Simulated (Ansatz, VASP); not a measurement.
PtSe3 in VASP and in Ansatz

```
Se Pt
1.0
     3.76072    0.00000    0.00000
    -1.88036    3.25688    0.00000
     0.00000    0.00000   27.05444
Se Pt
6 2
Direct
  0.33333 0.66667 0.27722
  0.66667 0.33333 0.36326
  0.33333 0.66667 0.45698
  0.66667 0.33333 0.54302
  0.33333 0.66667 0.63674
  0.66667 0.33333 0.72278
  0.00000 0.00000 0.41012
  0.00000 0.00000 0.58988
```

Alike in both runs: task single point; functional PBEsol; k mesh 9 × 9 × 1; occupations gaussian, width 0.1 eV; no spin polarisation.

```csv
,VASP,Ansatz
version,VASP 6.6.1,Ansatz 0.2.0
potentials or method,"VASP PAW PBE potentials, release 64 (Se, Pt), cutoff 520 eV","scalar-relativistic, plane waves, PAW"
valence electrons in the cell,56,132
```

VASP gave:

```
gap on the k mesh at the Fermi level (eV) : none
rms of the force components (eV/Å)        : 0.362
```

**Question.** Estimate Ansatz's values.

**Answer.** gap on the k mesh at the Fermi level (eV): none; rms of the force components (eV/Å): 0.357.

VASP's potentials were made for PBE, not for PBEsol. A gap of «none» marks a metal or a gap that the smearing closes. With one functional, cell and mesh, what is left measures potentials, basis and numerics. VASP's potentials hold 56 valence electrons a cell and Ansatz's 132, so a difference there can come from the potentials and not from the codes. Ansatz's warnings: xc potential rough in thin density.

Spin-orbit coupling is off throughout.
